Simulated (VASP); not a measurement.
Write the native input for VASP 6.6.1 that does the following.

- Task: single point
- Functional: LDA
- Potentials or basis: VASP PAW LDA potentials, release 64 (H)
- Cutoff: 520 eV
- k mesh: 10 × 10 × 26
- Occupations: gaussian, width 0.05 eV
- Spin: no spin polarisation
- Dipole correction: no
- Further INCAR settings: ALGO = Normal; EDIFF = 1e-06; NBANDS = 6

The structure of H lies in POSCAR:

```
H
1.0
    2.7158797074      0.0000000000      0.0000000000
    0.0000000000      2.7158797074      0.0000000000
    0.0000000000      0.0000000000      0.9804929200
H
1
Direct
    0.0000000000      0.0000000000      0.5000000000
```

This cell differs from its parent crystal: strain +0.025 along x and y, +0.000 along z.

One way to write it, as run:

INCAR

```
SYSTEM = H
ALGO     = Normal         ! electronic algorithm
EDIFF    = 1E-6           ! SCF threshold, eV
ENCUT    = 520            ! plane-wave cutoff, eV
ISIF     = 2              ! what is computed and relaxed
ISMEAR   = 0              ! smearing method
LASPH    = .TRUE.         ! aspherical terms in the spheres
LCHARG   = .FALSE.        ! write CHGCAR
LREAL    = .FALSE.        ! projectors in reciprocal space
LWAVE    = .FALSE.        ! write WAVECAR
NBANDS   = 6              ! bands
NELM     = 60             ! most SCF steps
PREC     = Accurate       ! precision mode
SIGMA    = 0.05           ! smearing width, eV
```

KPOINTS

```
k-points
0
G
  10 10 26
  0 0 0
```

Potentials or basis: VASP PAW LDA potentials, release 64 (H).

The run is started by

```sh
$ cat potpaw_LDA.64/H/POTCAR > POTCAR
$ mpirun -np 1 vasp_std > vasp.out
```

It gave:

```yaml
Pressure: 1.1 GPa
```

Caveat: the cell differs from its parent crystal (strain +0.025 along x and y, +0.000 along z).

Wall time 6.9 s on 1 thread of Intel(R) Xeon(R) Platinum 8259CL CPU @ 2.50GHz (Skylake/Cascade Lake), with other jobs on the host, peak memory 0.11 GiB.
